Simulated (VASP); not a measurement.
NaGeBr3: relaxation of cell and atoms with PBEsol

The system is NaGeBr3.

```
Na Ge Br
1.0
     4.80444    0.00000    0.00000
     0.00000    4.80444    0.00000
     0.00000    0.00000    4.80444
Na Ge Br
1 1 3
Direct
  0.00000 0.00000 0.00000
  0.50000 0.50000 0.50000
  0.50000 0.50000 0.00000
  0.50000 0.00000 0.50000
  0.00000 0.50000 0.50000
```

```json
{
  "Program": "VASP 6.6.1",
  "Task": "relaxation of cell and atoms",
  "Functional": "PBEsol",
  "Potentials or basis": "VASP PAW PBE potentials, release 64 (Na_pv, Ge_d, Br)",
  "Cutoff": "600 eV",
  "k mesh": "4 × 4 × 4",
  "Occupations": "fermi-dirac, width 0.03 eV",
  "Spin": "no spin polarisation",
  "Dipole correction": "no",
  "Further INCAR settings": "ALGO = Normal; EDIFF = 1e-06; IBRION = 2; EDIFFG = -0.01; NSW = 100; ISIF = 3"
}
```

```
Relaxed volume                         : 31.68 Å³/atom
Relaxed cell                           : a = 5.411 Å, b = 5.411 Å, c = 5.411 Å, α = 90.00°, β = 90.00°, γ = 90.00°
Space group after relaxing (to 0.05 Å) : Pm-3m (No. 221)
Energy gained by relaxing              : 427.7 meV/atom
Ionic steps                            : 15
Pressure after relaxing                : 0.0 GPa
Band gap on the k mesh                 : 0.16 eV, direct
```

The path:
```
step  energy change (eV)  largest force (eV/Å)  pressure (GPa)  volume (Å³)
   1              0.0000                0.0000           19.39       110.90
   2             -2.1380                0.0000           -0.19       159.80
   3             -2.1384                0.0000            0.07       158.37
   4             -2.1384                0.0000            0.06       158.37
   5             -2.1384                0.0000            0.07       158.38
   6             -2.1384                0.0000            0.06       158.38
   7             -2.1384                0.0000            0.06       158.38
   8             -2.1384                0.0000            0.06       158.38
   9             -2.1384                0.0000            0.06       158.38
  10             -2.1384                0.0000            0.06       158.38
  11             -2.1384                0.0000            0.06       158.38
  12             -2.1385                0.0000            0.07       158.38
  13             -2.1385                0.0000            0.07       158.38
  14             -2.1385                0.0000            0.07       158.39
  15             -2.1385                0.0000            0.05       158.40
```

Final structure:
```
Na Ge Br
1.0
     5.41067    0.00000    0.00000
     0.00000    5.41067    0.00000
     0.00000    0.00000    5.41067
Na Ge Br
1 1 3
Cartesian
  0.0000 0.0000 0.0000
  2.7053 2.7053 2.7053
  2.7053 2.7053 0.0000
  2.7053 0.0000 2.7053
  0.0000 2.7053 2.7053
```

Levels at points of the mesh, in eV from the valence-band top:
```tsv
k point	band 19	band 20	band 21	band 22	band 23	band 24
(0.00, 0.00, 0.00)	-2.96	-2.96	-2.96	0.85	4.65	4.69
(0.50, 0.00, 0.00)	-2.99	-2.99	-2.09	1.07	2.80	3.13
(0.50, 0.50, 0.00)	-3.38	-2.34	-1.02	0.73	0.73	2.89
(0.50, 0.50, 0.50)	-2.33	-2.33	0.00	0.16	0.16	0.16
```

Wall time 4.3 min on 1 thread of AMD EPYC 7R13 (shared host), peak memory 0.23 GiB.

Caveat: the volume moved by over 15 % at a fixed basis, so the end points are rough; the PAW data sets were made with another functional, which shifts forces and pressure a little. A k mesh can miss the band edges.
